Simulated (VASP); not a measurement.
# Tl: single point with PBEsol

Crystal: Tl.

```
Tl
1.0
     5.03533    0.00000    0.00000
     0.00000    5.03533    0.00000
     0.00000    0.00000    2.90794
Tl
4
Direct
  0.50000 0.50000 0.00000
  0.00000 0.00000 0.00000
  0.50000 0.00000 0.52031
  0.00000 0.50000 0.47969
```

This cell differs from its parent crystal: Sc replaced by Tl, lengths x 0.912, strained.

```json
{"Program": "VASP 6.6.1", "Task": "single point", "Functional": "PBEsol", "Potentials or basis": "VASP PAW PBE potentials, release 64 (Tl_d)", "Cutoff": "520 eV", "k mesh": "4 × 4 × 6", "Occupations": "gaussian, width 0.1 eV", "Spin": "no spin polarisation"}
```

| Item | Value |
| --- | --- |
| Pressure | 53.7 GPa |
| Largest force | 0.191 eV/Å |
| Band gap on the k mesh | zero (bands 26 and 27 overlap by 8.22 eV) |

Forces on the atoms (eV/Å):
```
Tl   0.000  0.000  0.000
Tl   0.000  0.000  0.000
Tl   0.000  0.000 -0.191
Tl   0.000  0.000  0.191
```

Stress tensor (GPa, compression positive):
```
52.30  0.00  0.00
 0.00 52.30  0.00
 0.00  0.00 56.65
```

Levels at points of the mesh, in eV from the Fermi level:
```
           k point  band 23  band 24  band 25  band 26  band 27  band 28  band 29  band 30
(0.00, 0.00, 0.00)    -5.88    -5.83    -5.83    -0.78    -0.78     0.13     5.26     6.68
(0.50, 0.00, 0.00)    -4.97    -4.97    -3.52    -3.52     3.19     3.19     7.68     7.68
(0.50, 0.50, 0.00)   -10.03   -10.03     4.49     4.49     4.49     4.49     5.32     5.32
(0.00, 0.00, 0.50)    -3.29    -3.29    -0.50    -0.50     1.19     1.19     1.23     1.23
(0.50, 0.00, 0.50)    -5.94    -5.94    -0.39    -0.39    -0.30    -0.30     2.57     2.57
(0.50, 0.50, 0.50)    -4.81    -4.81    -3.76    -3.76    -3.73    -3.73     6.59     6.59
```

It took 30 s on 1 thread of AMD EPYC 9R45 96-Core Processor (Zen 5), on a shared host, peak memory 0.17 GiB.

Caveat: the k points lie up to 0.36 Å⁻¹ apart, too coarse for converged energies and pressures of a metal; the cell differs from its parent crystal (Sc replaced by Tl, lengths x 0.912, strained); the PAW data sets were made with another functional, which shifts forces and pressure a little; spin-orbit coupling is left out, which moves the levels of the heavy elements.
